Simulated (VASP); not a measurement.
## AgCl: single point with r2SCAN

Crystal: AgCl.

```
Ag Cl
1.0
     3.39559    0.00000    0.00000
     0.00000    3.39559    0.00000
     0.00000    0.00000    3.39559
Ag Cl
1 1
Direct
  0.00000 0.00000 0.00000
  0.50000 0.50000 0.50000
```

| Property | Result |
| --- | --- |
| Program | VASP 6.6.1 |
| Task | single point |
| Functional | r2SCAN |
| Potentials or basis | VASP PAW PBE potentials, release 64 (Ag, Cl) |
| Cutoff | 520 eV |
| k mesh | 8 × 8 × 8 |
| Occupations | gaussian, width 0.01 eV |
| Spin | no spin polarisation |

* Pressure: -0.1 GPa
* Band gap on the k mesh: 1.19 eV, indirect (least direct gap 2.86 eV)

Levels at points of the mesh, in eV from the valence-band top:
```
           k point  band 6  band 7  band 8  band 9  band 10  band 11  band 12  band 13
(0.00, 0.00, 0.00)   -1.84   -1.67   -1.67   -1.67     1.19     9.97     9.97    14.90
(0.50, 0.00, 0.00)   -1.79   -1.47    0.00    0.00     5.64     6.27     9.92    10.70
(0.50, 0.50, 0.00)   -2.14   -2.13   -1.53   -1.01     3.28     9.85     9.85    11.33
(0.50, 0.50, 0.50)   -1.51   -0.17   -0.17   -0.17     5.27     5.27     5.27     7.61
```

It took 36 s on 1 thread of Intel(R) Xeon(R) 6975P-C (Granite Rapids), on a shared host, peak memory 0.17 GiB.

Caveat: the PAW data sets were made with another functional, which shifts forces and pressure a little. r2SCAN opens gaps a little over a GGA but as a rule still falls short of measured ones.
